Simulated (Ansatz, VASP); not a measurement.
**Al2Cu: VASP beside Ansatz**

```
Al Cu
1.0
     4.02671    0.00000    0.00000
     0.00000    4.02671    0.00000
     0.00000    0.00000    2.89410
Al Cu
2 1
Direct
  0.50000 0.00000 0.50000
  0.00000 0.50000 0.50000
  0.00000 0.00000 0.00000
```

Change from the starting cell: strain -0.015 along x and y, +0.015 along z, atoms carried along.

Alike in both runs: task single point; functional r2SCAN; k mesh 12 × 12 × 16; occupations gaussian, width 0.15 eV; no spin polarisation.

|  | VASP | Ansatz |
| --- | --- | --- |
| version | VASP 6.6.1 | Ansatz 0.2.0 |
| potentials or method | VASP PAW PBE potentials, release 64 (Al, Cu), cutoff 520 eV | scalar-relativistic, plane waves, PAW |
| valence electrons in the cell | 17 | 25 |

```tsv
	VASP	Ansatz	Ansatz less VASP
gap on the k mesh at the Fermi level (eV)	none	none	-
pressure (GPa)	1.6	1.7	+0.14
traceless stress, the component that is largest in VASP (GPa)	-2.50	-2.56	-0.055
```

VASP's potentials were made for PBE, not for r2SCAN. A gap of «none» marks a metal or a gap that the smearing closes. With one functional, cell and mesh, what is left measures potentials, basis and numerics. VASP's potentials hold 17 valence electrons a cell and Ansatz's 25, so a difference there can come from the potentials and not from the codes.
